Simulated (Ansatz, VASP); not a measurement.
**One calculation of B, two programs**

```
CELL_PARAMETERS angstrom
4.00317 0.00000 0.00000
0.00000 4.00317 0.00000
0.00000 0.00000 1.86631
ATOMIC_POSITIONS crystal
B 0.30748 0.00000 0.75000
B 0.69252 0.00000 0.25000
B 0.00000 0.30748 0.00000
B 0.00000 0.69252 0.50000
```

Alike in both runs: functional PBE; k mesh 6 × 6 × 6; occupations gaussian, width 0.1 eV; no spin polarisation.

Ansatz relaxed the structure, and its values are those at the end. VASP's run is a single point on that final structure, the one shown.

|  | VASP | Ansatz |
| --- | --- | --- |
| version | VASP 6.6.1 | Ansatz 0.2.0 |
| potentials or method | VASP PAW PBE potentials, release 64 (B), cutoff 520 eV | scalar-relativistic, plane waves, PAW |
| valence electrons in the cell | 12 | 12 |

Ansatz gave:

```
gap on the k mesh at the Fermi level (eV) : none
pressure (GPa)                            : -0.2
rms of the force components (eV/Å)        : 0.002
```

Estimate VASP's values.

gap on the k mesh at the Fermi level (eV): none; pressure (GPa): -0.3; rms of the force components (eV/Å): 0.005.

A gap of «none» marks a metal or a gap that the smearing closes.

The k mesh is coarse, so the values compare programs but aren't converged.
